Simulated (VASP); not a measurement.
Input of a VASP 6.6.1 run:

Contents of INCAR:

```
ALGO = Normal ; EDIFF = 1E-7
ENCUT = 520 ; GGA = PE
ISIF = 2 ; ISMEAR = -1
LASPH = T ; LCHARG = T
LELF = T ; LREAL = F
LVHAR = T ; LWAVE = F
NBANDS = 16 ; NELM = 100
PREC = Accurate ; SIGMA = 0.02
```

Contents of KPOINTS:

```
k-points
0
Gamma
  8 8 8
```

Contents of POSCAR:

```
CdS
1.0
    0.0000000000      3.0376785371      2.7822571866
    3.0376785371      0.0000000000      2.7822571866
    3.0376785371      3.0376785371      0.0000000000
Cd S
1 1
Direct
    0.0000000000      0.0000000000      0.0000000000
    0.2500000000      0.2500000000      0.2500000000
```

Potentials or basis: VASP PAW PBE potentials, release 64 (Cd, S).

Launch:

```bash
$ cat potpaw_PBE.64/Cd/POTCAR potpaw_PBE.64/S/POTCAR > POTCAR
$ mpirun -np 1 vasp_std > vasp.out
```

Task: What does it give for the band gap on the k mesh?

Result: 0.92 eV, direct.

Task: Predict the pressure.

Result: 0.8 GPa.

Stress tensor (GPa, compression positive):
```
0.40 0.00 0.00
0.00 0.40 0.00
0.00 0.00 1.74
```

Caveat: the cell differs from its parent crystal (epitaxial xy strain +3.4%).
